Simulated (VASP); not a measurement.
# Bi in VASP: further runs, part 2 of 2

VASP 6.6.1. Earlier steps stand in the parts before.

## 5. Single point, PBEsol

This run uses another cell than the first one, of 32.31 Å³/atom.

The input, INCAR:

```
  ALGO = Fast
  EDIFF = 1E-6
  ENCUT = 520
  GGA = PS
  ISIF = 2
  ISMEAR = -1
  LASPH = T
  LCHARG = T
  LELF = T
  LREAL = F
  LVHAR = T
  LWAVE = F
  NBANDS = 22
  NELM = 60
  PREC = Accurate
  SIGMA = 0.05
```

The input, KPOINTS:

```
k-points
0
Gamma
  6 6 9
```

The input, POSCAR:

```
Bi
1.0
    3.4693166343     -3.0236217303     -0.0247624961
    3.4693166343      3.0236217303     -0.0247624961
   -1.2753700823      0.0000000000      3.0890946327
Bi
2
Direct
    0.7531746139      0.7531746139      0.8377253449
    0.2468253861      0.2468253861      0.1622746551
```

Potentials or basis: VASP PAW PBE potentials, release 64 (Bi_d).

Launch:

```bash
$ cat potpaw_PBE.64/Bi_d/POTCAR > POTCAR
$ mpirun -np 1 vasp_std > vasp.out
```

OUTCAR:

```text
EDIFF = 1E-6
   ENCUT = 520
   GGA = PS
   ISIF = 2
   ISMEAR = -1
   LASPH = T
   LREAL = F
   NELM = 60
   PREC = Accurate

 ion  position               nearest neighbor table
   1  0.753  0.753  0.838-   2 3.17   2 3.22   2 3.22   2 3.36   2 3.76   2 3.76
   2  0.247  0.247  0.162-   1 3.17   1 3.22   1 3.22   1 3.36   1 3.76   1 3.76

  LATTYP: Found a base centered monoclinic cell.
 ALAT       =     6.9388100104
 B/A-ratio  =     0.8715101655
 C/A-ratio  =     0.4816411642
 COS(beta)  =    -0.3882044440

  Lattice vectors:

 A1 = (   3.4693166343,  -3.0236217303,  -0.0247624961)
 A2 = (   3.4693166343,   3.0236217303,  -0.0247624961)
 A3 = (  -1.2753700823,   0.0000000000,   3.0890946327)

Analysis of symmetry for initial positions (statically):
=====================================================================
 Subroutine PRICEL returns:
 Original cell was already a primitive cell.

 Routine SETGRP: Setting up the symmetry group for a
 base centered monoclinic supercell.

 Subroutine GETGRP returns: Found  4 space group operations
 (whereof  4 operations were pure point group operations)
 out of a pool of  4 trial point group operations.

The static configuration has the point symmetry C_2h.

Analysis of symmetry for dynamics (positions and initial velocities):
=====================================================================
 Subroutine PRICEL returns:
 Original cell was already a primitive cell.

 Routine SETGRP: Setting up the symmetry group for a
 base centered monoclinic supercell.

 Subroutine GETGRP returns: Found  4 space group operations
 (whereof  4 operations were pure point group operations)
 out of a pool of  4 trial point group operations.

The dynamic configuration has the point symmetry C_2h.

 Subroutine INISYM returns: Found  4 space group operations
 (whereof  4 operations are pure point group operations),
 and found     1 'primitive' translations

----------------------------------------------------------------------------------------

                                     Primitive cell

  volume of cell :      64.6176

  direct lattice vectors                    reciprocal lattice vectors
     3.469316634 -3.023621730 -0.024762496     0.144546556 -0.165364601  0.059677794
     3.469316634  3.023621730 -0.024762496     0.144546556  0.165364601  0.059677794
    -1.275370082  0.000000000  3.089094633     0.002317400  0.000000000  0.324676211

  length of vectors
     4.602071214  4.602071214  3.342016531     0.227597445  0.227597445  0.324684482

  position of ions in fractional coordinates (direct lattice)
     0.753174614  0.753174614  0.837725345
     0.246825386  0.246825386  0.162274655

  ion indices of the primitive-cell ions
   primitive index   ion index
                 1           1
                 2           2

----------------------------------------------------------------------------------------

 KPOINTS: k-points

Automatic generation of k-mesh.
 Grid dimensions read from file:
 generate k-points for:    6    6    9

 Generating k-lattice:

  Cartesian coordinates                     Fractional coordinates (reciprocal lattice)
     0.024091093 -0.027560767  0.009946299     0.166666667 -0.000000000  0.000000000
     0.024091093  0.027560767  0.009946299    -0.000000000  0.166666667  0.000000000
     0.000257489  0.000000000  0.036075135     0.000000000  0.000000000  0.111111111

  Length of vectors
     0.037932908  0.037932908  0.036076054

  Shift w.r.t. Gamma in fractional coordinates (k-lattice)
     0.000000000  0.000000000  0.000000000

 Subroutine IBZKPT returns following result:
 ===========================================

 Found     97 irreducible k-points:

 Following reciprocal coordinates:
            Coordinates               Weight
  0.000000  0.000000  0.000000      1.000000
  0.166667 -0.000000  0.000000      4.000000
  0.333333  0.000000  0.000000      4.000000
  0.500000  0.000000  0.000000      2.000000
  0.166667  0.166667  0.000000      2.000000
  0.333333  0.166667  0.000000      4.000000
[... 16 lines left out ...]
 -0.333333  0.166667  0.111111      4.000000
 -0.166667  0.166667  0.111111      4.000000
 [... further k-points ...]
   k-points           NKPTS =     97   k-points in BZ     NKDIM =     97   number of bands    NBANDS=     22
   number of dos      NEDOS =    301   number of ions     NIONS =      2
   total plane-waves  NPLWV =  36288
   dimension x,y,z NGX =    36 NGY =   36 NGZ =   28
   dimension x,y,z NGXF=    72 NGYF=   72 NGZF=   56
   ions per type =               2
   NGX,Y,Z   is equivalent  to a cutoff of  13.00, 13.00, 13.93 a.u.
   NGXF,Y,Z  is equivalent  to a cutoff of  26.01, 26.01, 27.86 a.u.
 SYSTEM =  unknown system
   PREC   = accura    normal or accurate (medium, high low for compatibility)
   ISTART =      0    job   : 0-new  1-cont  2-samecut
   ICHARG =      2    charge: 1-file 2-atom 10-const
   ISPIN  =      1    spin polarized calculation?
   LNONCOLLINEAR =      F non collinear calculations
   LSORBIT =      F    spin-orbit coupling
   LASPH  =      T    aspherical Exc in radial PAW
   ENCUT  =  520.0 eV  38.22 Ry    6.18 a.u.   8.56  8.56  6.21*2*pi/ulx,y,z
   NELM   =     60;   NELMIN=  2; NELMDL= -5     # of ELM steps
   EDIFF  = 0.1E-05   stopping-criterion for ELM
   LREAL  =      F    real-space projection
   EDIFFG = 0.1E-04   stopping-criterion for IOM
   NSW    =      0    number of steps for IOM
   IBRION =     -1    ionic relax: 0-MD 1-quasi-New 2-CG
   NFREE  =      0    steps in history (QN), initial steepest desc. (CG)
   ISIF   =      2    stress and relaxation
   ISYM   =      2    0-nonsym 1-usesym 2-fastsym
   POTIM  = 0.5000    time-step for ionic-motion
   TEBEG  =    0.0;   TEEND  =   0.0 temperature during run
   PSTRESS=    0.0 pullay stress
   NELECT =      30.0000    total number of electrons
   NUPDOWN=      -1.0000    fix difference up-down
   EMIN   =  10.00;   EMAX   =-10.00  energy-range for DOS
   EFERMI =   0.00;   METHOD = LEGACY
   ISMEAR =    -1;   SIGMA  =   0.05  broadening in eV -4-tet -1-fermi 0-gaus
   EFERMI_NEDOS =   21; number of points for ismear=-14 and -15
   IALGO  =     68    algorithm
   IMIX   =      4    mixing-type and parameters
     AMIX     =   0.40;   BMIX     =  1.00
     AMIX_MAG =   1.60;   BMIX_MAG =  1.00
  volume/ion in A,a.u.               =      32.31       218.03
  Fermi-wavevector in a.u.,A,eV,Ry     =   1.267647  2.395505 21.863589  1.606928
  Thomas-Fermi vector in A             =   2.400784
   LORBIT       =      0    0 simple, 1 ext, 2 COOP (PROOUT), +10 PAW based schemes
   GGA     = PS    functional components
   LHFCALC =     F    Hartree Fock is set to
   AEXX    =    0.0000 exact exchange contribution
   IVDW    =     0    specifies the selected vdW correction
   LEPSILON=     F    determine dielectric tensor
   LRPA    =     F    only Hartree local field effects (RPA)
 non-spin polarized calculation
 RMM-DIIS sequential band-by-band and
  energy-cutoff  :      520.00
  volume of cell :       64.62
 maximum number of plane-waves:      1759
 NGX is ok and might be reduce to    36
   NGX = 17   NGY = 17   NGZ = 13

 number of electron      29.9999998 magnetization

 Free energy of the ion-electron system (eV)
  ---------------------------------------------------
  ext. energy  EPLUGINS =         0.00000000
  ---------------------------------------------------
  free energy    TOTEN  =        -8.57303204 eV

  energy without entropy =       -8.56687643  energy(sigma->0) =       -8.56995423

 E-fermi :   7.2425     XC(G=0): -10.1837

 val. band max:        7.1533145432   @ k =   0.1667   0.1667   0.0000
 cond. band min:       7.2559799478   @ k =  -0.1667   0.3333   0.1111
 fundamental gap:      0.1026654046
 Fermi energy:         7.2425349034

 k-point     1 :       0.0000    0.0000    0.0000
  band No.  band energies     occupation
      1     -15.7443      2.00000
      2     -15.6785      2.00000
      3     -15.6465      2.00000
      4     -15.6284      2.00000
      5     -15.5555      2.00000
      6     -15.5095      2.00000
[... 14 lines left out ...]
     21      15.7281      0.00000
     22      15.8637      0.00000

 k-point     2 :       0.1667   -0.0000    0.0000
  band No.  band energies     occupation
      1     -15.7247      2.00000
      2     -15.6822      2.00000
      3     -15.6541      2.00000
      4     -15.6142      2.00000
      5     -15.5457      2.00000
      6     -15.5083      2.00000
[... 542 lines left out ...]
 k-point    24 :      -0.1667    0.1667    0.1111
  band No.  band energies     occupation
      1     -15.7071      2.00000
      2     -15.6687      2.00000
      3     -15.6493      2.00000
      4     -15.5964      2.00000
      5     -15.5256      2.00000
      6     -15.5154      2.00000
[... 14 lines left out ...]
     21      16.1504      0.00000
     22      16.4569      0.00000

 [... further k-points ...]
[... 5 lines left out ...]
  --------------------------------------------------------------------------------------
  -------------------------------------------------------------------------------------
  Total       -0.0213686     -0.0385935     -0.0390495      0.0000000      0.0000000      0.0023057
  in kB       -0.5298289     -0.9569161     -0.9682228      0.0000000      0.0000000      0.0571698
  external PRESSURE =      -0.8183226 kB  Pullay stress =       0.0000000 kB

 VOLUME and BASIS-vectors are now :
 -----------------------------------------------------------------------------
  energy-cutoff  :      520.00
  volume of cell :       64.62
      direct lattice vectors                 reciprocal lattice vectors
     3.469316634 -3.023621730 -0.024762496     0.144546556 -0.165364601  0.059677794
     3.469316634  3.023621730 -0.024762496     0.144546556  0.165364601  0.059677794
    -1.275370082  0.000000000  3.089094633     0.002317400  0.000000000  0.324676211

 POSITION                                       TOTAL-FORCE (eV/Angst)
 -----------------------------------------------------------------------------------
      4.15759      0.00000      2.55051         0.002004      0.000000     -0.001189
      1.50567      0.00000      0.48906        -0.002004      0.000000      0.001189
 -----------------------------------------------------------------------------------
    total drift:                                0.000000     -0.000000     -0.000000

  FREE ENERGIE OF THE ION-ELECTRON SYSTEM (eV)
  ---------------------------------------------------
  free  energy   TOTEN  =        -8.5730320381 eV

  energy  without entropy=       -8.5668764315  energy(sigma->0) =       -8.56995423
```

Run time: 1.9 min. Hardware: 1 thread of AMD EPYC 7R43 (Zen 3), shared host; peak memory 0.22 GiB.

Results:

```
Free energy            : -8.5730 eV
Pressure               : -0.1 GPa
Band gap on the k mesh : zero (bands 15 and 16 overlap by 4.55 eV)
```

Forces in eV/Å, atoms in the order of the input:
```
Bi   0.002  0.000 -0.001
Bi  -0.002  0.000  0.001
```

Caveat: the PAW data sets were made with another functional, which shifts forces and pressure a little; spin-orbit coupling is left out, which moves the levels of the heavy elements.

## 6. Single point, PBEsol

This run uses another cell than the first one, of 25.33 Å³/atom.

The input, INCAR:

```
ALGO = Normal
EDIFF = 1E-7
ENCUT = 520
GGA = PS
ISIF = 2
ISMEAR = -1
LASPH = T
LCHARG = T
LELF = T
LREAL = F
LVHAR = T
LWAVE = F
NBANDS = 22
NELM = 60
PREC = Accurate
SIGMA = 0.05
```

KPOINTS is that of step 5.

The input, POSCAR:

```
Bi
1.0
    3.0453264881     -2.7160900919      0.1167580425
    3.0453264881      2.7160900919      0.1167580425
   -0.9959000789      0.0000000000      3.0245966299
Bi
2
Direct
    0.7499921983      0.7499921983      0.7500772121
    0.2500078017      0.2500078017      0.2499227879
```

Potentials or basis: VASP PAW PBE potentials, release 64 (Bi_d).

Launch:

```bash
$ cat potpaw_PBE.64/Bi_d/POTCAR > POTCAR
$ mpirun -np 1 vasp_std > vasp.out
```

OUTCAR:

```text
EDIFF = 1E-7
   ENCUT = 520
   GGA = PS
   ISIF = 2
   ISMEAR = -1
   LASPH = T
   LREAL = F
   NELM = 60
   PREC = Accurate

 ion  position               nearest neighbor table
   1  0.750  0.750  0.750-   2 3.02   2 3.02   2 3.15   2 3.15   2 3.15   2 3.15   2 3.81   2 3.81

   2  0.250  0.250  0.250-   1 3.02   1 3.02   1 3.15   1 3.15   1 3.15   1 3.15   1 3.81   1 3.81

  LATTYP: Found a base centered monoclinic cell.
 ALAT       =     6.0951278443
 B/A-ratio  =     0.8912331821
 C/A-ratio  =     0.5224397290
 COS(beta)  =    -0.2761299489

  Lattice vectors:

 A1 = (   3.0453264881,  -2.7160900919,   0.1167580425)
 A2 = (   3.0453264881,   2.7160900919,   0.1167580425)
 A3 = (  -0.9959000789,   0.0000000000,   3.0245966299)

Analysis of symmetry for initial positions (statically):
=====================================================================
 Subroutine PRICEL returns:
 Original cell was already a primitive cell.

 Routine SETGRP: Setting up the symmetry group for a
 base centered monoclinic supercell.

[... 153 lines left out ...]
   NGX = 15   NGY = 15   NGZ = 11

 number of electron      30.0000018 magnetization

 Free energy of the ion-electron system (eV)
  ---------------------------------------------------
  ext. energy  EPLUGINS =         0.00000000
  ---------------------------------------------------
  free energy    TOTEN  =        -7.84441240 eV

  energy without entropy =       -7.83843752  energy(sigma->0) =       -7.84142496

 E-fermi :  10.5910     XC(G=0): -11.4145

 val. band max:       10.5491199244   @ k =   0.5000  -0.0000   0.1111
 cond. band min:      10.5967873750   @ k =   0.1667   0.1667   0.0000
 fundamental gap:      0.0476674506
 Fermi energy:        10.5910315259

 k-point     1 :       0.0000    0.0000    0.0000
  band No.  band energies     occupation
      1     -12.8883      2.00000
      2     -12.7687      2.00000
      3     -12.6790      2.00000
      4     -12.6310      2.00000
      5     -12.6044      2.00000
      6     -12.4309      2.00000
[... 589 lines left out ...]
     21      19.9744      0.00000
     22      20.2436      0.00000

 [... further k-points ...]
[... 5 lines left out ...]
  --------------------------------------------------------------------------------------
  -------------------------------------------------------------------------------------
  Total        6.2905367      6.2919468      6.2953663      0.0000000      0.0000000      0.0032088
  in kB      198.9182009    198.9627915    199.0709232      0.0000000      0.0000000      0.1014683
  external PRESSURE =     198.9839718 kB  Pullay stress =       0.0000000 kB

 VOLUME and BASIS-vectors are now :
 -----------------------------------------------------------------------------
  energy-cutoff  :      520.00
  volume of cell :       50.67
      direct lattice vectors                 reciprocal lattice vectors
     3.045326488 -2.716090092  0.116758043     0.162139144 -0.184088150  0.053387081
     3.045326488  2.716090092  0.116758043     0.162139144  0.184088150  0.053387081
    -0.995900079  0.000000000  3.024596630    -0.012518065  0.000000000  0.326500813

 POSITION                                       TOTAL-FORCE (eV/Angst)
 -----------------------------------------------------------------------------------
      3.82094      0.00000      2.44382         0.000239      0.000000     -0.000219
      1.27381      0.00000      0.81430        -0.000239      0.000000      0.000219
 -----------------------------------------------------------------------------------
    total drift:                               -0.000000     -0.000000      0.000000

  FREE ENERGIE OF THE ION-ELECTRON SYSTEM (eV)
  ---------------------------------------------------
  free  energy   TOTEN  =        -7.8444123963 eV

  energy  without entropy=       -7.8384375189  energy(sigma->0) =       -7.84142496
```

It took 58 s on 1 thread of AMD EPYC 7R43 (Zen 3), shared host; peak memory 0.18 GiB.

Results:

```
Free energy            : -7.8444 eV
Pressure               : 19.9 GPa
Band gap on the k mesh : zero (bands 15 and 16 overlap by 5.08 eV)
```

Caveat: the cell stands under pressure; the PAW data sets were made with another functional, which shifts forces and pressure a little; spin-orbit coupling is left out, which moves the levels of the heavy elements.

## 7. Summary

```tsv
cell	k mesh	smearing	gap on the mesh (eV)	pressure (GPa)	largest force (eV/Å)
a = 4.689, b = 4.689, c = 3.359 Å, angles 106.2, 106.2, 83.8°, 2 atoms, atomic positions A	4 × 4 × 6	fermi-dirac 0.005 eV	none	-2.7	0.16
a = 4.689, b = 4.689, c = 3.359 Å, angles 106.2, 106.2, 83.8°, 2 atoms, atomic positions B	5 × 5 × 7	gaussian 0.05 eV	none	-2.4	0.10
a = 4.543, b = 4.543, c = 3.304 Å, angles 106.8, 106.8, 82.3°, 2 atoms, atomic positions C	6 × 6 × 9	fermi-dirac 0.05 eV	none	1.9	-
a = 4.602, b = 4.602, c = 3.342 Å, angles 107.0, 107.0, 82.1°, 2 atoms, atomic positions D	6 × 6 × 9	fermi-dirac 0.05 eV	none	-0.1	-
a = 4.082, b = 4.082, c = 3.184 Å, angles 101.9, 101.9, 83.4°, 2 atoms, atomic positions E	6 × 6 × 9	fermi-dirac 0.05 eV	none	19.9	-
```

Alike in all rows: task single point; level PBEsol; potentials or basis VASP PAW PBE potentials, release 64 (Bi_d); no spin polarisation; cutoff (eV) 520.

Caveats: the PAW data sets were made with another functional, which shifts forces and pressure a little; spin-orbit coupling is left out, which moves the levels of the heavy elements; the cell stands under pressure (at least some runs).

Total energies depend on the potentials used, so only differences within one code and one set of settings carry meaning.

The gap in the log of VASP goes by the Fermi energy; the results here count the filled bands.